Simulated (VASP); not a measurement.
# AlN (P6_3/mmc) in VASP: a series of runs

The runs below take AlN through single point, with PBEsol.

Everything below comes from runs of VASP 6.6.1. Logs are shortened: lines on timing, memory, paths and dates and some standing lists are left out, and cuts for length are marked.

### Step 1. The cell of the first run

Symmetry: P6_3/mmc, No. 194, hexagonal system. The conventional cell has a = 3.401 Å, b = 3.401 Å, c = 4.140 Å, α = 90.00°, β = 90.00°, γ = 120.00°. Within 2.6 Å of Al (site symmetry -6m2) lie 5 N at 1.96 to 2.07 Å. N (site symmetry -6m2) has 5 Al at 1.96 to 2.07 Å within 2.6 Å.

### Step 2. Single point, PBEsol

The input, INCAR:

```
SYSTEM = AlN
PREC     = Accurate       ! precision mode
ENCUT    = 520            ! plane-wave cutoff, eV
EDIFF    = 1E-6           ! SCF threshold, eV
ISMEAR   = 0              ! smearing method
SIGMA    = 0.05           ! smearing width, eV
LREAL    = .False.        ! projectors in reciprocal space
LASPH    = .True.         ! aspherical terms in the spheres
NELM     = 60             ! most SCF steps
ALGO     = Normal         ! electronic algorithm
ISIF     = 2              ! what is computed and relaxed
LWAVE    = .False.        ! write WAVECAR
LCHARG   = .True.         ! write CHGCAR
GGA      = PS             ! functional
LELF     = .True.         ! ELF
LVHAR    = .True.       
NBANDS   = 16             ! bands
```

The input, KPOINTS:

```
Automatic mesh
0
Gamma
  9 9 6
  0 0 0
```

The input, POSCAR:

```
AlN
1.0
    3.4005000000      0.0000000000      0.0000000000
   -1.7002500000      2.9449193856      0.0000000000
    0.0000000000      0.0000000000      4.1400037194
Al N
2 2
Direct
    0.3333333333      0.6666666667      0.7500000000
    0.6666666667      0.3333333333      0.2500000000
    0.3333333333      0.6666666667      0.2500000000
    0.6666666667      0.3333333333      0.7500000000
```

Potentials or basis: VASP PAW PBE potentials, release 64 (Al, N).

On the command line:

```sh
cat potpaw_PBE.64/Al/POTCAR potpaw_PBE.64/N/POTCAR > POTCAR
mpirun -np 1 vasp_std > vasp.out
```

OUTCAR:

```text
SYSTEM = AlN
   PREC = Accurate
   ENCUT = 520
   EDIFF = 1E-6
   ISMEAR = 0
   LREAL = .False.
   LASPH = .True.
   NELM = 60
   ISIF = 2
   GGA = PS

 ion  position               nearest neighbor table
   1  0.333  0.667  0.750-   4 1.96   4 1.96   4 1.96   3 2.07   3 2.07   2 2.85   2 2.85   2 2.85
                             2 2.85   2 2.85   2 2.85
   2  0.667  0.333  0.250-   3 1.96   3 1.96   3 1.96   4 2.07   4 2.07   1 2.85   1 2.85   1 2.85
                             1 2.85   1 2.85   1 2.85
   3  0.333  0.667  0.250-   2 1.96   2 1.96   2 1.96   1 2.07   1 2.07
   4  0.667  0.333  0.750-   1 1.96   1 1.96   1 1.96   2 2.07   2 2.07

  LATTYP: Found a hexagonal cell.
 ALAT       =     3.4005000000
 C/A-ratio  =     1.2174691132

  Lattice vectors:

 A1 = (   3.4005000000,   0.0000000000,   0.0000000000)
 A2 = (  -1.7002500000,   2.9449193856,   0.0000000000)
 A3 = (   0.0000000000,   0.0000000000,   4.1400037194)

Analysis of symmetry for initial positions (statically):
=====================================================================
 Subroutine PRICEL returns:
 Original cell was already a primitive cell.

 Routine SETGRP: Setting up the symmetry group for a
 hexagonal supercell.

 Subroutine GETGRP returns: Found 24 space group operations
 (whereof 12 operations were pure point group operations)
 out of a pool of 24 trial point group operations.

The static configuration has the point symmetry D_3d.
 The point group associated with its full space group is D_6h.

Analysis of symmetry for dynamics (positions and initial velocities):
=====================================================================
 Subroutine PRICEL returns:
 Original cell was already a primitive cell.

 Routine SETGRP: Setting up the symmetry group for a
 hexagonal supercell.

 Subroutine GETGRP returns: Found 24 space group operations
 (whereof 12 operations were pure point group operations)
 out of a pool of 24 trial point group operations.

The dynamic configuration has the point symmetry D_3d.
 The point group associated with its full space group is D_6h.

 Subroutine INISYM returns: Found 24 space group operations
 (whereof 12 operations are pure point group operations),
 and found     1 'primitive' translations

----------------------------------------------------------------------------------------

                                     Primitive cell

  volume of cell :      41.4588

  direct lattice vectors                    reciprocal lattice vectors
     3.400500000  0.000000000  0.000000000     0.294074401  0.169783934  0.000000000
    -1.700250000  2.944919386  0.000000000     0.000000000  0.339567869  0.000000000
     0.000000000  0.000000000  4.140003719     0.000000000  0.000000000  0.241545677

  length of vectors
     3.400500000  3.400500000  4.140003719     0.339567869  0.339567869  0.241545677

  position of ions in fractional coordinates (direct lattice)
     0.333333333  0.666666667  0.750000000
     0.666666667  0.333333333  0.250000000
     0.333333333  0.666666667  0.250000000
     0.666666667  0.333333333  0.750000000

  ion indices of the primitive-cell ions
   primitive index   ion index
                 1           1
                 2           2
                 3           3
                 4           4

----------------------------------------------------------------------------------------

 KPOINTS: Automatic mesh

Automatic generation of k-mesh.
 Grid dimensions read from file:
 generate k-points for:    9    9    6

 Generating k-lattice:

  Cartesian coordinates                     Fractional coordinates (reciprocal lattice)
     0.032674933  0.018864882  0.000000000     0.111111111  0.000000000  0.000000000
     0.000000000  0.037729763  0.000000000     0.000000000  0.111111111  0.000000000
     0.000000000  0.000000000  0.040257613     0.000000000  0.000000000  0.166666667

  Length of vectors
     0.037729763  0.037729763  0.040257613

  Shift w.r.t. Gamma in fractional coordinates (k-lattice)
     0.000000000  0.000000000  0.000000000

 Subroutine IBZKPT returns following result:
 ===========================================

 Found     48 irreducible k-points:

 Following reciprocal coordinates:
            Coordinates               Weight
  0.000000  0.000000  0.000000      1.000000
  0.111111  0.000000  0.000000      6.000000
  0.222222  0.000000  0.000000      6.000000
  0.333333 -0.000000  0.000000      6.000000
  0.444444  0.000000  0.000000      6.000000
  0.111111  0.111111  0.000000      6.000000
[... 16 lines left out ...]
  0.333333  0.222222  0.166667     24.000000
  0.333333  0.333333  0.166667      4.000000
 [... further k-points ...]
   k-points           NKPTS =     48   k-points in BZ     NKDIM =     48   number of bands    NBANDS=     16
   number of dos      NEDOS =    301   number of ions     NIONS =      4
   total plane-waves  NPLWV =  25088
   dimension x,y,z NGX =    28 NGY =   28 NGZ =   32
   dimension x,y,z NGXF=    56 NGYF=   56 NGZF=   64
   ions per type =               2   2
   NGX,Y,Z   is equivalent  to a cutoff of  13.69, 13.69, 12.85 a.u.
   NGXF,Y,Z  is equivalent  to a cutoff of  27.38, 27.38, 25.70 a.u.
 SYSTEM =  AlN
   PREC   = accura    normal or accurate (medium, high low for compatibility)
   ISTART =      0    job   : 0-new  1-cont  2-samecut
   ICHARG =      2    charge: 1-file 2-atom 10-const
   ISPIN  =      1    spin polarized calculation?
   LNONCOLLINEAR =      F non collinear calculations
   LSORBIT =      F    spin-orbit coupling
   LASPH  =      T    aspherical Exc in radial PAW
   ENCUT  =  520.0 eV  38.22 Ry    6.18 a.u.   6.32  6.32  7.70*2*pi/ulx,y,z
   NELM   =     60;   NELMIN=  2; NELMDL= -5     # of ELM steps
   EDIFF  = 0.1E-05   stopping-criterion for ELM
   LREAL  =      F    real-space projection
   EDIFFG = 0.1E-04   stopping-criterion for IOM
   NSW    =      0    number of steps for IOM
   IBRION =     -1    ionic relax: 0-MD 1-quasi-New 2-CG
   NFREE  =      0    steps in history (QN), initial steepest desc. (CG)
   ISIF   =      2    stress and relaxation
   ISYM   =      2    0-nonsym 1-usesym 2-fastsym
   POTIM  = 0.5000    time-step for ionic-motion
   TEBEG  =    0.0;   TEEND  =   0.0 temperature during run
   PSTRESS=    0.0 pullay stress
   NELECT =      16.0000    total number of electrons
   NUPDOWN=      -1.0000    fix difference up-down
   EMIN   =  10.00;   EMAX   =-10.00  energy-range for DOS
   EFERMI =   0.00;   METHOD = LEGACY
   ISMEAR =     0;   SIGMA  =   0.05  broadening in eV -4-tet -1-fermi 0-gaus
   EFERMI_NEDOS =   21; number of points for ismear=-14 and -15
   IALGO  =     38    algorithm
   IMIX   =      4    mixing-type and parameters
     AMIX     =   0.40;   BMIX     =  1.00
     AMIX_MAG =   1.60;   BMIX_MAG =  1.00
  volume/ion in A,a.u.               =      10.36        69.94
  Fermi-wavevector in a.u.,A,eV,Ry     =   1.191907  2.252378 19.329025  1.420643
  Thomas-Fermi vector in A             =   2.327958
   LORBIT       =      0    0 simple, 1 ext, 2 COOP (PROOUT), +10 PAW based schemes
   GGA     = PS    functional components
   LHFCALC =     F    Hartree Fock is set to
   AEXX    =    0.0000 exact exchange contribution
   IVDW    =     0    specifies the selected vdW correction
   LEPSILON=     F    determine dielectric tensor
   LRPA    =     F    only Hartree local field effects (RPA)
 non-spin polarized calculation
 Gauss-broadening in eV      SIGMA  =   0.05
  energy-cutoff  :      520.00
  volume of cell :       41.46
 maximum number of plane-waves:      1136
 NGX is ok and might be reduce to    28
   NGX = 13   NGY = 13   NGZ = 15

 number of electron      15.9999999 magnetization

 Free energy of the ion-electron system (eV)
  ---------------------------------------------------
  ext. energy  EPLUGINS =         0.00000000
  ---------------------------------------------------
  free energy    TOTEN  =       -30.83828784 eV

  energy without entropy =      -30.83828784  energy(sigma->0) =      -30.83828784

 E-fermi :   7.4397     XC(G=0): -11.1644

 val. band max:        7.2274033192   @ k =   0.0000   0.0000   0.0000
 cond. band min:      10.2326570332   @ k =   0.0000   0.0000   0.0000
 fundamental gap:      3.0052537141
 Fermi energy:         7.4396524456

 k-point     1 :       0.0000    0.0000    0.0000
  band No.  band energies     occupation
      1      -9.0731      2.00000
      2      -5.4154      2.00000
      3       0.7886      2.00000
      4       4.1101      2.00000
      5       4.1101      2.00000
      6       5.9265      2.00000
[... 8 lines left out ...]
     15      18.8969      0.00000
     16      18.8987      0.00000

 k-point     2 :       0.1111    0.0000    0.0000
  band No.  band energies     occupation
      1      -8.9418      2.00000
      2      -5.4291      2.00000
      3       0.9294      2.00000
      4       3.6472      2.00000
      5       3.9152      2.00000
      6       5.4319      2.00000
[... 8 lines left out ...]
     15      18.3675      0.00000
     16      18.5487      0.00000

 k-point     3 :       0.2222    0.0000    0.0000
  band No.  band energies     occupation
      1      -8.5655      2.00000
      2      -5.5089      2.00000
      3       1.3392      2.00000
      4       2.6517      2.00000
      5       3.5165      2.00000
      6       4.5716      2.00000
[... 8 lines left out ...]
     15      17.4737      0.00000
     16      19.4116      0.00000

 k-point     4 :       0.3333   -0.0000    0.0000
  band No.  band energies     occupation
      1      -8.0075      2.00000
      2      -5.7396      2.00000
      3       1.7412      2.00000
      4       1.9677      2.00000
      5       3.1549      2.00000
      6       3.8572      2.00000
[... 8 lines left out ...]
     15      18.0645      0.00000
     16      20.1149      0.00000

 k-point     5 :       0.4444    0.0000    0.0000
  band No.  band energies     occupation
      1      -7.4494      2.00000
      2      -6.0969      2.00000
      3       1.2469      2.00000
      4       2.6289      2.00000
      5       2.9510      2.00000
      6       3.4569      2.00000
[... 8 lines left out ...]
     15      19.6270      0.00000
     16      20.4782      0.00000

 k-point     6 :       0.1111    0.1111    0.0000
  band No.  band energies     occupation
      1      -8.6877      2.00000
      2      -5.4755      2.00000
      3       1.2051      2.00000
      4       3.1361      2.00000
      5       3.3108      2.00000
      6       4.9853      2.00000
[... 8 lines left out ...]
     15      18.1833      0.00000
     16      19.1288      0.00000
[... 267 lines left out ...]
 k-point    21 :       0.4444    0.1111    0.1667
  band No.  band energies     occupation
      1      -7.1518      2.00000
      2      -6.2339      2.00000
      3       0.7542      2.00000
      4       2.3039      2.00000
      5       2.5230      2.00000
      6       3.9342      2.00000
[... 8 lines left out ...]
     15      19.0253      0.00000
     16      20.3766      0.00000

 k-point    22 :       0.2222    0.2222    0.1667
  band No.  band energies     occupation
      1      -7.5679      2.00000
      2      -5.9777      2.00000
      3       1.2792      2.00000
      4       1.6574      2.00000
      5       3.2184      2.00000
      6       3.8427      2.00000
[... 8 lines left out ...]
     15      18.8892      0.00000
     16      20.2061      0.00000

 k-point    23 :       0.3333    0.2222    0.1667
  band No.  band energies     occupation
      1      -7.0530      2.00000
      2      -6.2664      2.00000
      3       1.0396      2.00000
      4       1.7411      2.00000
      5       2.4746      2.00000
      6       4.3171      2.00000
[... 8 lines left out ...]
     15      18.7481      0.00000
     16      20.1775      0.00000

 k-point    24 :       0.3333    0.3333    0.1667
  band No.  band energies     occupation
      1      -6.6167      2.00000
      2      -6.6167      2.00000
      3       1.0446      2.00000
      4       1.9503      2.00000
      5       1.9503      2.00000
      6       4.7057      2.00000
[... 8 lines left out ...]
     15      18.4188      0.00000
     16      20.0625      0.00000

 [... further k-points ...]

------------------------ aborting loop because EDIFF is reached ----------------------------------------

  FORCE on cell =-STRESS in cart. coord.  units (eV):
  Direction    XX          YY          ZZ          XY          YZ          ZX
  --------------------------------------------------------------------------------------
  -------------------------------------------------------------------------------------
  Total       -3.5476359     -3.5476359     -1.9822824      0.0000000      0.0000000      0.0000000
  in kB     -137.0985007   -137.0985008    -76.6053655      0.0000000      0.0000000      0.0000000
  external PRESSURE =    -116.9341223 kB  Pullay stress =       0.0000000 kB

 VOLUME and BASIS-vectors are now :
 -----------------------------------------------------------------------------
  energy-cutoff  :      520.00
  volume of cell :       41.46
      direct lattice vectors                 reciprocal lattice vectors
     3.400500000  0.000000000  0.000000000     0.294074401  0.169783934  0.000000000
    -1.700250000  2.944919386  0.000000000     0.000000000  0.339567869  0.000000000
     0.000000000  0.000000000  4.140003719     0.000000000  0.000000000  0.241545677

 POSITION                                       TOTAL-FORCE (eV/Angst)
 -----------------------------------------------------------------------------------
     -0.00000      1.96328      3.10500         0.000000      0.000000     -0.000000
      1.70025      0.98164      1.03500         0.000000     -0.000000     -0.000000
     -0.00000      1.96328      1.03500         0.000000      0.000000      0.000000
      1.70025      0.98164      3.10500        -0.000000     -0.000000      0.000000
 -----------------------------------------------------------------------------------
    total drift:                               -0.000000      0.000000     -0.000000

  FREE ENERGIE OF THE ION-ELECTRON SYSTEM (eV)
  ---------------------------------------------------
  free  energy   TOTEN  =       -30.8382878387 eV

  energy  without entropy=      -30.8382878387  energy(sigma->0) =      -30.83828784
```

Wall time 52 s (1 thread of Intel Xeon 8259CL, shared host); peak memory 0.17 GiB.

What came out:

```yaml
Free_energy: -30.8383 eV
Pressure: -11.7 GPa
Band_gap_on_the_k_mesh: 3.01 eV
```

Stress tensor (GPa, compression positive):
```
-13.71   0.00   0.00
  0.00 -13.71   0.00
  0.00   0.00  -7.66
```

Caveat: the cell stands under tension; the PAW data sets were made with another functional, which shifts forces and pressure a little.

(Continued in part 2 of 2.)
